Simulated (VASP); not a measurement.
# GaP (F-43m) in VASP: further runs

The runs below take GaP through single point, with PBE, r2SCAN.

All numbers are computed with VASP 6.6.1; they aren't measurements. Logs are shortened: lines on timing, memory, paths and dates and some standing lists are left out, and cuts for length are marked.

### 1 The cell of the first run

It takes space group F-43m (No. 216, cubic). The conventional cell has a = 5.451 Å, b = 5.451 Å, c = 5.451 Å, α = 90.00°, β = 90.00°, γ = 90.00°. Ga (site symmetry -43m) has 4 P at 2.36 Å within 3.1 Å. P (site symmetry -43m) has 4 Ga at 2.36 Å within 3.1 Å.

### 2 Single point, PBE

Contents of INCAR:

```
SYSTEM = GaP
ALGO = Normal ; EDIFF = 1E-7
ENCUT = 520 ; GGA = PE
ISIF = 2 ; ISMEAR = 0
LASPH = .TRUE. ; LCHARG = .FALSE.
LREAL = .FALSE. ; LWAVE = .FALSE.
NBANDS = 16 ; NELM = 80
PREC = Accurate ; SIGMA = 0.01
```

Contents of KPOINTS:

```
k-points
0
G
  6 6 6
  0 0 0
```

Contents of POSCAR:

```
GaP
1.0
    0.0000000000      2.7253992874      2.7253992874
    2.7253992874      0.0000000000      2.7253992874
    2.7253992874      2.7253992874      0.0000000000
Ga P
1 1
Direct
    0.0000000000      0.0000000000      0.0000000000
    0.2500000000      0.2500000000      0.2500000000
```

Potentials or basis: VASP PAW PBE potentials, release 64 (Ga_d, P).

On the command line:

```bash
cat potpaw_PBE.64/Ga_d/POTCAR potpaw_PBE.64/P/POTCAR > POTCAR
mpirun -np 1 vasp_std > vasp.out
```

OUTCAR:

```text
SYSTEM = GaP
   EDIFF = 1E-7
   ENCUT = 520
   GGA = PE
   ISIF = 2
   ISMEAR = 0
   LASPH = .TRUE.
   LREAL = .FALSE.
   NELM = 80
   PREC = Accurate

 ion  position               nearest neighbor table
   1  0.000  0.000  0.000-   2 2.36   2 2.36   2 2.36   2 2.36
   2  0.250  0.250  0.250-   1 2.36   1 2.36   1 2.36   1 2.36

  LATTYP: Found a face centered cubic cell.
 ALAT       =     5.4507985748

  Lattice vectors:

 A1 = (   0.0000000000,   2.7253992874,   2.7253992874)
 A2 = (   2.7253992874,   0.0000000000,   2.7253992874)
 A3 = (   2.7253992874,   2.7253992874,   0.0000000000)

Analysis of symmetry for initial positions (statically):
=====================================================================
 Subroutine PRICEL returns:
 Original cell was already a primitive cell.

 Routine SETGRP: Setting up the symmetry group for a
 face centered cubic supercell.

 Subroutine GETGRP returns: Found 24 space group operations
 (whereof 24 operations were pure point group operations)
 out of a pool of 48 trial point group operations.

The static configuration has the point symmetry T_d .

Analysis of symmetry for dynamics (positions and initial velocities):
=====================================================================
 Subroutine PRICEL returns:
 Original cell was already a primitive cell.

 Routine SETGRP: Setting up the symmetry group for a
 face centered cubic supercell.

 Subroutine GETGRP returns: Found 24 space group operations
 (whereof 24 operations were pure point group operations)
 out of a pool of 48 trial point group operations.

The dynamic configuration has the point symmetry T_d .

 Subroutine INISYM returns: Found 24 space group operations
 (whereof 24 operations are pure point group operations),
 and found     1 'primitive' translations

----------------------------------------------------------------------------------------

                                     Primitive cell

  volume of cell :      40.4874

  direct lattice vectors                    reciprocal lattice vectors
     0.000000000  2.725399287  2.725399287    -0.183459357  0.183459357  0.183459357
     2.725399287  0.000000000  2.725399287     0.183459357 -0.183459357  0.183459357
     2.725399287  2.725399287  0.000000000     0.183459357  0.183459357 -0.183459357

  length of vectors
     3.854296635  3.854296635  3.854296635     0.317760927  0.317760927  0.317760927

  position of ions in fractional coordinates (direct lattice)
     0.000000000  0.000000000  0.000000000
     0.250000000  0.250000000  0.250000000

  ion indices of the primitive-cell ions
   primitive index   ion index
                 1           1
                 2           2

----------------------------------------------------------------------------------------

 KPOINTS: k-points

Automatic generation of k-mesh.
 Grid dimensions read from file:
 generate k-points for:    6    6    6

 Generating k-lattice:

  Cartesian coordinates                     Fractional coordinates (reciprocal lattice)
    -0.030576559  0.030576559  0.030576559     0.166666667  0.000000000  0.000000000
     0.030576559 -0.030576559  0.030576559     0.000000000  0.166666667  0.000000000
     0.030576559  0.030576559 -0.030576559     0.000000000  0.000000000  0.166666667

  Length of vectors
     0.052960154  0.052960154  0.052960154

  Shift w.r.t. Gamma in fractional coordinates (k-lattice)
     0.000000000  0.000000000  0.000000000

 Subroutine IBZKPT returns following result:
 ===========================================

 Found     16 irreducible k-points:

 Following reciprocal coordinates:
            Coordinates               Weight
  0.000000  0.000000  0.000000      1.000000
  0.166667  0.000000  0.000000      8.000000
  0.333333  0.000000  0.000000      8.000000
  0.500000  0.000000  0.000000      4.000000
  0.166667  0.166667  0.000000      6.000000
  0.333333  0.166667  0.000000     24.000000
[... 8 lines left out ...]
 -0.333333  0.333333  0.166667     24.000000
 -0.333333  0.500000  0.166667     12.000000
   k-points           NKPTS =     16   k-points in BZ     NKDIM =     16   number of bands    NBANDS=     16
   number of dos      NEDOS =    301   number of ions     NIONS =      2
   total plane-waves  NPLWV =  27000
   dimension x,y,z NGX =    30 NGY =   30 NGZ =   30
   dimension x,y,z NGXF=    60 NGYF=   60 NGZF=   60
   ions per type =               1   1
   NGX,Y,Z   is equivalent  to a cutoff of  12.94, 12.94, 12.94 a.u.
   NGXF,Y,Z  is equivalent  to a cutoff of  25.88, 25.88, 25.88 a.u.
 SYSTEM =  GaP
   PREC   = accura    normal or accurate (medium, high low for compatibility)
   ISTART =      0    job   : 0-new  1-cont  2-samecut
   ICHARG =      2    charge: 1-file 2-atom 10-const
   ISPIN  =      1    spin polarized calculation?
   LNONCOLLINEAR =      F non collinear calculations
   LSORBIT =      F    spin-orbit coupling
   LASPH  =      T    aspherical Exc in radial PAW
   ENCUT  =  520.0 eV  38.22 Ry    6.18 a.u.   7.17  7.17  7.17*2*pi/ulx,y,z
   NELM   =     80;   NELMIN=  2; NELMDL= -5     # of ELM steps
   EDIFF  = 0.1E-06   stopping-criterion for ELM
   LREAL  =      F    real-space projection
   EDIFFG = 0.1E-05   stopping-criterion for IOM
   NSW    =      0    number of steps for IOM
   IBRION =     -1    ionic relax: 0-MD 1-quasi-New 2-CG
   NFREE  =      0    steps in history (QN), initial steepest desc. (CG)
   ISIF   =      2    stress and relaxation
   ISYM   =      2    0-nonsym 1-usesym 2-fastsym
   POTIM  = 0.5000    time-step for ionic-motion
   TEBEG  =    0.0;   TEEND  =   0.0 temperature during run
   PSTRESS=    0.0 pullay stress
   NELECT =      18.0000    total number of electrons
   NUPDOWN=      -1.0000    fix difference up-down
   EMIN   =  10.00;   EMAX   =-10.00  energy-range for DOS
   EFERMI =   0.00;   METHOD = LEGACY
   ISMEAR =     0;   SIGMA  =   0.01  broadening in eV -4-tet -1-fermi 0-gaus
   EFERMI_NEDOS =   21; number of points for ismear=-14 and -15
   IALGO  =     38    algorithm
   IMIX   =      4    mixing-type and parameters
     AMIX     =   0.40;   BMIX     =  1.00
     AMIX_MAG =   1.60;   BMIX_MAG =  1.00
  volume/ion in A,a.u.               =      20.24       136.61
  Fermi-wavevector in a.u.,A,eV,Ry     =   1.249469  2.361154 21.241050  1.561173
  Thomas-Fermi vector in A             =   2.383508
   LORBIT       =      0    0 simple, 1 ext, 2 COOP (PROOUT), +10 PAW based schemes
   GGA     = PE    functional components
   LHFCALC =     F    Hartree Fock is set to
   AEXX    =    0.0000 exact exchange contribution
   IVDW    =     0    specifies the selected vdW correction
   LEPSILON=     F    determine dielectric tensor
   LRPA    =     F    only Hartree local field effects (RPA)
 non-spin polarized calculation
 Gauss-broadening in eV      SIGMA  =   0.01
  energy-cutoff  :      520.00
  volume of cell :       40.49
 maximum number of plane-waves:      1113
 NGX is ok and might be reduce to    30
   NGX = 15   NGY = 15   NGZ = 15

 number of electron      17.9999989 magnetization

 Free energy of the ion-electron system (eV)
  ---------------------------------------------------
  ext. energy  EPLUGINS =         0.00000000
  ---------------------------------------------------
  free energy    TOTEN  =        -9.10247123 eV

  energy without entropy =       -9.10247123  energy(sigma->0) =       -9.10247123

 E-fermi :   4.7647     XC(G=0):  -9.8291

 val. band max:        4.6573311155   @ k =   0.0000   0.0000   0.0000
 cond. band min:       6.3087138530   @ k =   0.5000   0.5000   0.0000
 fundamental gap:      1.6513827376
 Fermi energy:         4.7647314042

 k-point     1 :       0.0000    0.0000    0.0000
  band No.  band energies     occupation
      1      -9.9008      2.00000
      2      -9.9008      2.00000
      3      -9.9008      2.00000
      4      -9.8014      2.00000
      5      -9.8014      2.00000
      6      -7.8344      2.00000
[... 8 lines left out ...]
     15      14.4410      0.00000
     16      14.4410      0.00000

 k-point     2 :       0.1667    0.0000    0.0000
  band No.  band energies     occupation
      1      -9.9236      2.00000
      2      -9.8930      2.00000
      3      -9.8930      2.00000
      4      -9.8012      2.00000
      5      -9.8012      2.00000
      6      -7.4783      2.00000
[... 8 lines left out ...]
     15      13.6221      0.00000
     16      14.7117      0.00000

 k-point     3 :       0.3333    0.0000    0.0000
  band No.  band energies     occupation
      1      -9.9638      2.00000
      2      -9.8804      2.00000
      3      -9.8804      2.00000
      4      -9.7977      2.00000
      5      -9.7977      2.00000
      6      -6.5313      2.00000
[... 8 lines left out ...]
     15      14.3015      0.00000
     16      14.3564      0.00000

 k-point     4 :       0.5000    0.0000    0.0000
  band No.  band energies     occupation
      1      -9.9820      2.00000
      2      -9.8761      2.00000
      3      -9.8761      2.00000
      4      -9.7940      2.00000
      5      -9.7940      2.00000
      6      -5.7682      2.00000
[... 8 lines left out ...]
     15      16.3416      0.00000
     16      16.3416      0.00000
[... 172 lines left out ...]
 k-point    14 :       0.5000    0.3333    0.1667
  band No.  band energies     occupation
      1      -9.9872      2.00000
      2      -9.8665      2.00000
      3      -9.8554      2.00000
      4      -9.8154      2.00000
      5      -9.7905      2.00000
      6      -5.7555      2.00000
[... 8 lines left out ...]
     15      16.4754      0.00000
     16      17.9254      0.00000

 k-point    15 :      -0.3333    0.3333    0.1667
  band No.  band energies     occupation
      1      -9.9933      2.00000
      2      -9.8665      2.00000
      3      -9.8487      2.00000
      4      -9.8121      2.00000
      5      -9.7936      2.00000
      6      -5.1036      2.00000
[... 8 lines left out ...]
     15      17.1289      0.00000
     16      17.4345      0.00000

 k-point    16 :      -0.3333    0.5000    0.1667
  band No.  band energies     occupation
      1     -10.0042      2.00000
      2      -9.8552      2.00000
      3      -9.8408      2.00000
      4      -9.8218      2.00000
      5      -9.7882      2.00000
      6      -4.7995      2.00000
[... 8 lines left out ...]
     15      16.5606      0.00000
     16      18.2613      0.00000

------------------------ aborting loop because EDIFF is reached ----------------------------------------

  FORCE on cell =-STRESS in cart. coord.  units (eV):
  Direction    XX          YY          ZZ          XY          YZ          ZX
  --------------------------------------------------------------------------------------
  -------------------------------------------------------------------------------------
  Total        0.6300109      0.6300109      0.6300109      0.0000000      0.0000000     -0.0000000
  in kB       24.9309174     24.9309174     24.9309174      0.0000000      0.0000000     -0.0000000
  external PRESSURE =      24.9309174 kB  Pullay stress =       0.0000000 kB

 VOLUME and BASIS-vectors are now :
 -----------------------------------------------------------------------------
  energy-cutoff  :      520.00
  volume of cell :       40.49
      direct lattice vectors                 reciprocal lattice vectors
     0.000000000  2.725399287  2.725399287    -0.183459357  0.183459357  0.183459357
     2.725399287  0.000000000  2.725399287     0.183459357 -0.183459357  0.183459357
     2.725399287  2.725399287  0.000000000     0.183459357  0.183459357 -0.183459357

 POSITION                                       TOTAL-FORCE (eV/Angst)
 -----------------------------------------------------------------------------------
      0.00000      0.00000      0.00000        -0.000000     -0.000000     -0.000000
      1.36270      1.36270      1.36270         0.000000      0.000000      0.000000
 -----------------------------------------------------------------------------------
    total drift:                                0.000002      0.000002      0.000002

  FREE ENERGIE OF THE ION-ELECTRON SYSTEM (eV)
  ---------------------------------------------------
  free  energy   TOTEN  =        -9.1024712274 eV

  energy  without entropy=       -9.1024712274  energy(sigma->0) =       -9.10247123
```

It took 22 s on 1 thread of AMD EPYC 7R43 (Zen 3), shared host; peak memory 0.13 GiB.

Results:

| Quantity | Value |
| --- | --- |
| Free energy | -9.1025 eV |
| Pressure | 2.5 GPa |
| Band gap on the k mesh | 1.65 eV, indirect (least direct gap 1.82 eV) |

Levels at points of the mesh, in eV from the valence-band top:
| k point | band 6 | band 7 | band 8 | band 9 | band 10 | band 11 | band 12 | band 13 |
| --- | --- | --- | --- | --- | --- | --- | --- | --- |
| (0.00, 0.00, 0.00) | -12.49 | 0.00 | 0.00 | 0.00 | 1.82 | 3.88 | 3.88 | 3.88 |
| (0.50, 0.00, 0.00) | -10.43 | -6.63 | -1.12 | -1.12 | 1.67 | 4.72 | 4.72 | 8.28 |
| (0.50, 0.50, 0.00) | -9.53 | -6.76 | -2.68 | -2.68 | 1.65 | 1.82 | 10.59 | 10.59 |

### 3 Single point, PBE

Contents of INCAR:

```
PREC = Accurate ; ENCUT = 520
EDIFF = 1E-6 ; ISMEAR = 0
SIGMA = 0.01 ; LREAL = False
LASPH = True ; NELM = 80
ALGO = Normal ; ISIF = 2
LWAVE = False ; LCHARG = False
GGA = PE ; NBANDS = 16
```

Contents of KPOINTS:

```
Automatic mesh
0
Gamma
  6 6 6
```

POSCAR is that of step 2.

Potentials or basis: VASP PAW PBE potentials, release 64 (Ga_d, P).

On the command line:

```bash
cat potpaw_PBE.64/Ga_d/POTCAR potpaw_PBE.64/P/POTCAR > POTCAR
mpirun -np 1 vasp_std > vasp.out
```

It took 17 s on 1 thread of AMD EPYC 7R43 (Zen 3), shared host; peak memory 0.13 GiB.

The run converged. Its results:

```
Free energy            : -9.1025 eV
Pressure               : 2.4 GPa
Band gap on the k mesh : 1.65 eV, indirect (least direct gap 1.82 eV)
```

Levels at points of the mesh, in eV from the valence-band top:
```tsv
k point	band 6	band 7	band 8	band 9	band 10	band 11	band 12	band 13
(0.00, 0.00, 0.00)	-12.49	0.00	0.00	0.00	1.82	3.89	3.89	3.89
(0.50, 0.00, 0.00)	-10.43	-6.63	-1.12	-1.12	1.67	4.72	4.72	8.28
(0.50, 0.50, 0.00)	-9.53	-6.76	-2.68	-2.68	1.65	1.82	10.59	10.59
```

A k mesh can miss the band edges. Expect the measured gap to be larger: semilocal functionals such as PBE lack the derivative discontinuity.

### 4 Single point, r2SCAN

POSCAR is that of step 3.

Contents of INCAR.step1:

```
SYSTEM = GaP
ALGO = Normal
EDIFF = 1E-4
ENCUT = 520
GGA = PE
ISMEAR = 0
LASPH = .TRUE.
LCHARG = .FALSE.
LREAL = .FALSE.
LWAVE = .TRUE.
NBANDS = 16
NELM = 60
PREC = Accurate
SIGMA = 0.01
```

Contents of INCAR.step2:

```
SYSTEM = GaP
ALGO = Normal
EDIFF = 1E-6
ENCUT = 520
ISIF = 2
ISMEAR = 0
ISTART = 1
LASPH = .TRUE.
LCHARG = .FALSE.
LMIXTAU = .TRUE.
LREAL = .FALSE.
LWAVE = .FALSE.
METAGGA = R2SCAN
NBANDS = 16
NELM = 60
PREC = Accurate
SIGMA = 0.01
```

Contents of KPOINTS:

```
k-points
0
G
  6 6 6
  0 0 0
```

On the command line:

```bash
cat potpaw_PBE.64/Ga_d/POTCAR potpaw_PBE.64/P/POTCAR > POTCAR
cp INCAR.step1 INCAR
mpirun -np 1 vasp_std > vasp.out
cp INCAR.step2 INCAR
mpirun -np 1 vasp_std > vasp.out
```

Run time: 86 s. Hardware: 1 thread of AMD EPYC 7R43 (Zen 3), shared host; peak memory 0.14 GiB.

Results (log left out):

| Item | Value |
| --- | --- |
| Free energy | -21.4510 eV |
| Pressure | 0.0 GPa |
| Band gap on the k mesh | 1.91 eV, indirect (least direct gap 2.34 eV) |

Levels at points of the mesh, in eV from the valence-band top:
```tsv
k point	band 6	band 7	band 8	band 9	band 10	band 11	band 12	band 13
(0.00, 0.00, 0.00)	-13.02	0.00	0.00	0.00	2.34	4.19	4.19	4.19
(0.50, 0.00, 0.00)	-10.86	-6.85	-1.17	-1.17	2.04	5.05	5.05	8.83
(0.50, 0.50, 0.00)	-9.92	-6.96	-2.80	-2.80	1.91	2.10	11.35	11.35
```

Caveat: the PAW data sets were made with another functional, which shifts forces and pressure a little.

### 5 Single point, PBE

Contents of INCAR:

```
SYSTEM = GaP
PREC = Accurate
ENCUT = 520
EDIFF = 1E-7
ISMEAR = 0
SIGMA = 0.01
LREAL = .FALSE.
LASPH = .TRUE.
NELM = 60
ALGO = Normal
ISIF = 2
LWAVE = .FALSE.
LCHARG = .FALSE.
GGA = PE
NBANDS = 16
```

Contents of KPOINTS:

```
regular mesh
0
G
  8 8 8
  0 0 0
```

POSCAR is that of step 4.

On the command line:

```bash
cat potpaw_PBE.64/Ga_d/POTCAR potpaw_PBE.64/P/POTCAR > POTCAR
mpirun -np 1 vasp_std > vasp.out
```

Run time: 41 s. Hardware: 1 thread of AMD EPYC 7R43 (Zen 3), shared host; peak memory 0.14 GiB.

Results (log left out):

| Item | Value |
| --- | --- |
| Free energy | -9.1162 eV |
| Pressure | 2.5 GPa |
| Band gap on the k mesh | 1.64 eV, indirect (least direct gap 1.82 eV) |

Levels at points of the mesh, in eV from the valence-band top:
| k point | band 5 | band 6 | band 7 | band 8 | band 9 | band 10 | band 11 | band 12 | band 13 | band 14 |
| --- | --- | --- | --- | --- | --- | --- | --- | --- | --- | --- |
| (0.00, 0.00, 0.00) | -14.45 | -12.49 | 0.00 | 0.00 | 0.00 | 1.83 | 3.89 | 3.89 | 3.89 | 8.81 |
| (0.50, 0.00, 0.00) | -14.44 | -10.43 | -6.63 | -1.12 | -1.12 | 1.67 | 4.72 | 4.72 | 8.29 | 10.89 |
| (0.50, 0.50, 0.00) | -14.43 | -9.53 | -6.75 | -2.68 | -2.68 | 1.66 | 1.82 | 10.60 | 10.60 | 11.19 |

A k mesh can miss the band edges.

### 6 Overview

```csv
level,k mesh,gap on the mesh (eV),pressure (GPa)
PBE,6 × 6 × 6,1.65,2.4
r2SCAN,6 × 6 × 6,1.91,0.0
PBE,8 × 8 × 8,1.64,2.5
```

Alike in all rows: task single point; potentials or basis VASP PAW PBE potentials, release 64 (Ga_d, P); no spin polarisation; cell as given; cutoff (eV) 520; smearing gaussian 0.01 eV.

On the cell as given the gap runs from 1.64 eV (PBE) to 1.91 eV (r2SCAN); the meshes differ, which moves gaps too. The pressure there spans 0.0 GPa (r2SCAN) to 2.5 GPa (PBE); a positive pressure means that this level wants a larger cell, a negative one a smaller.

Caveats: the PAW data sets were made with another functional, which shifts forces and pressure a little (some runs).

Total energies depend on the potentials used, so only differences within one code and one set of settings carry meaning.
